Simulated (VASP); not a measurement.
A run of VASP 6.6.1:

INCAR

```
SYSTEM = EuNi3
PREC = Accurate
ENCUT = 520
EDIFF = 1E-7
ISMEAR = 0
SIGMA = 0.05
LREAL = .FALSE.
LASPH = .TRUE.
NELM = 150
ALGO = Fast
ISIF = 2
LWAVE = .FALSE.
LCHARG = .FALSE.
ISPIN = 2
MAGMOM = 7.47 -0.46 -0.46 -0.46
LORBIT = 11
LMAXMIX = 6
LDAU = .TRUE.
LDAUTYPE = 2
LDAUL = 3 -1
LDAUU = 6 0
LDAUJ = 0 0
LDAUPRINT = 1
GGA = PE
NBANDS = 36
```

KPOINTS

```
Automatic mesh
0
G
  8 8 8
  0 0 0
```

The input POSCAR:

```
EuNi3
1.0
    4.0091563345      0.0000000000      0.0000000000
    0.0000000000      4.0091563345      0.0000000000
    0.0000000000      0.0000000000      4.0091563345
Eu Ni
1 3
Direct
    0.0000000000      0.0000000000      0.0000000000
    0.0000000000      0.5000000000      0.5000000000
    0.5000000000      0.5000000000      0.0000000000
    0.5000000000      0.0000000000      0.5000000000
```

Potentials or basis: VASP PAW PBE potentials, release 64 (Eu, Ni).

The run is started by

```bash
$ cat potpaw_PBE.64/Eu/POTCAR potpaw_PBE.64/Ni/POTCAR > POTCAR
$ mpirun -np 1 vasp_std > vasp.out
```

Hardware: 1 thread of Intel(R) Xeon(R) Platinum 8488C (Sapphire Rapids), with other jobs on the host.

Question: How long does it take, and how much memory?

Answer: Wall time 6.5 min on 1 thread of Intel(R) Xeon(R) Platinum 8488C (Sapphire Rapids), with other jobs on the host, peak memory 0.29 GiB. Counts: scf iterations 59, k points 35.
